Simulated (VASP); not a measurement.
Write the native input for VASP 6.6.1 that does the following.

| Quantity | Value |
| --- | --- |
| Task | single point |
| Functional | PBE |
| Dispersion | D3(BJ) |
| Potentials or basis | VASP PAW PBE potentials, release 64 (C, H) |
| Cutoff | 520 eV |
| k mesh | 1 × 1 × 1 |
| Occupations | fermi-dirac, width 0.02 eV |
| Spin | no spin polarisation |
| Dipole correction | no |
| Further INCAR settings | LREAL = Auto; ALGO = Normal; EDIFF = 1e-06; NBANDS = 52 |

The structure of H8C3 lies in POSCAR:

```
H8C3
1.0
    8.2694670000      0.0000000000      0.0000000000
    0.0000000000      8.2694670000      0.0000000000
    0.0000000000      0.0000000000      8.2694670000
C H
9 24
Direct
    0.6784717806      0.4220223625      0.4710098003
    0.6101602437      0.2763176877      0.4554223386
    0.5306750725      0.3458868631     -0.0708509992
    0.4880121053      0.4465825911      0.0502934470
    0.0594596967      0.0958949349      0.3658881522
    0.1469744060     -0.0394221296      0.3999048548
    0.8082745841      0.8152641518      0.0942382381
    0.0380919351      0.6058189724      0.8034012349
    0.0807790877      0.4731985750      0.2297004148
    0.7433731823      0.4817843762      0.3747762703
    0.6980498259      0.4897534509      0.5854307176
    0.6127964475      0.2073531462      0.3463101068
    0.5565050323      0.2087558968      0.5521637610
    0.5901468619      0.4062897887     -0.1792739484
    0.5335047591      0.2155519818     -0.0707300724
    0.4859321647      0.5764337653      0.0151158472
    0.4516252378      0.4138839903      0.1740015408
    0.0409820851      0.1251592152      0.2468720173
    0.0070984019      0.1610865610      0.4653746124
    0.2187686341     -0.1218337288      0.3154375004
    0.1527305206     -0.0758210898      0.5228632027
    0.7709082097      0.9329138142      0.1310604420
    0.9035406998      0.8138130305      0.0081504648
    0.7038784966      0.7251374242      0.0543686794
    0.8606237863      0.7692031421      0.2058899322
    0.0298810068      0.7365287267      0.8242490115
    0.0144991207      0.5304332190      0.8985585165
    0.1602521662      0.5785016132      0.7460577568
   -0.0461093804      0.5673763496      0.7092113676
   -0.0135196138      0.4165443795      0.3133696525
    0.0986036948      0.3975105046      0.1208784073
    0.1942084055      0.4862707597      0.3027280960
    0.0558077080      0.6043799437      0.2083689312
```

The input as run:

INCAR

```
SYSTEM = H8C3
ALGO = Normal
EDIFF = 1E-6
ENCUT = 520
GGA = PE
ISIF = 2
ISMEAR = -1
IVDW = 12
LASPH = .True.
LCHARG = .False.
LREAL = Auto
LWAVE = .False.
NBANDS = 52
NELM = 80
PREC = Accurate
SIGMA = 0.02
```

KPOINTS

```
k-points
0
Gamma
  1 1 1
  0 0 0
```

Potentials or basis: VASP PAW PBE potentials, release 64 (C, H).

Launch:

```sh
$ cat potpaw_PBE.64/C/POTCAR potpaw_PBE.64/H/POTCAR > POTCAR
$ mpirun -np 1 vasp_gam > vasp.out
```

It gave:

```json
{"Pressure": "-0.3 GPa", "Largest force": "3.922 eV/Å", "Band gap on the k mesh": "5.05 eV", "Dispersion energy per atom": "-0.025 eV"}
```

Caveat: the k points lie up to 0.76 Å⁻¹ apart.

Run time: 38 s on 1 thread of Intel(R) Xeon(R) 6975P-C (Granite Rapids), with other jobs on the host, peak memory 0.5 GiB.
